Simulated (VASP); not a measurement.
Ga2SbP3:

```
Ga Sb P
1.0
     3.01866    1.74283    4.83811
    -3.01866    1.74283    4.83811
     0.00000   -3.48565    4.83811
Ga Sb P
2 1 3
Direct
  0.62478 0.62478 0.62478
  0.37522 0.37522 0.37522
  0.00000 0.00000 0.00000
  0.00000 0.50000 0.00000
  0.50000 0.00000 0.00000
  0.00000 0.00000 0.50000
```

- Program: VASP 6.6.1
- Task: relaxation of cell and atoms
- Functional: PBEsol
- Potentials or basis: VASP PAW PBE potentials, release 64 (Ga_d, Sb, P)
- Cutoff: 600 eV
- k mesh: 4 × 4 × 4
- Occupations: fermi-dirac, width 0.03 eV
- Spin: no spin polarisation

At the start: pressure -10.4 GPa; volume 25.45 Å³/atom.

**Question.** Where does the relaxation end?

**Answer.** Over 18 steps the energy falls by 370.1 meV/atom and the volume is 18.68 Å³/atom (-26.6 %); space group R-3m (No. 166, to 0.1 Å) before and after.

The path:
| step | energy change (eV) | largest force (eV/Å) | pressure (GPa) | volume (Å³) |
| --- | --- | --- | --- | --- |
| 1 | 0.0000 | 0.0170 | -10.37 | 152.72 |
| 2 | -1.7719 | 0.1076 | -3.36 | 119.10 |
| 3 | -1.8740 | 0.1464 | 0.49 | 112.19 |
| 4 | -2.0402 | 0.3936 | 1.19 | 110.06 |
| 5 | -2.0403 | 0.3913 | 1.19 | 110.10 |
| 6 | -2.0614 | 0.3846 | -0.34 | 112.31 |
| 7 | -2.0637 | 0.3812 | -1.08 | 113.40 |
| 8 | -2.0815 | 0.3669 | -1.10 | 113.38 |
| 9 | -2.1302 | 0.2990 | -1.02 | 113.34 |
| 10 | -2.1859 | 0.0231 | -0.77 | 113.25 |
| 11 | -2.2148 | 0.0143 | 0.18 | 111.71 |
| 12 | -2.2176 | 0.0321 | 0.60 | 111.16 |
| 13 | -2.2177 | 0.0356 | 0.70 | 111.08 |
| 14 | -2.2202 | 0.0133 | -0.12 | 112.21 |
| 15 | -2.2207 | 0.0007 | 0.14 | 111.88 |
| 16 | -2.2207 | 0.0001 | 0.05 | 111.91 |
| 17 | -2.2207 | 0.0007 | 0.10 | 111.90 |
| 18 | -2.2208 | 0.0038 | -0.02 | 112.06 |

Final structure:
```
CELL_PARAMETERS angstrom
2.59177 1.49636 4.81587
-2.59177 1.49636 4.81587
0.00000 -2.99272 4.81587
ATOMIC_POSITIONS crystal
Ga 0.60112 0.60112 0.60112
Ga 0.39888 0.39888 0.39888
Sb 0.00000 0.00000 0.00000
P 0.00000 0.50000 0.00000
P 0.50000 0.00000 0.00000
P 0.00000 0.00000 0.50000
```

Caveat: the volume moved by over 15 % at a fixed basis, so the end points are rough; the PAW data sets were made with another functional, which shifts forces and pressure a little.
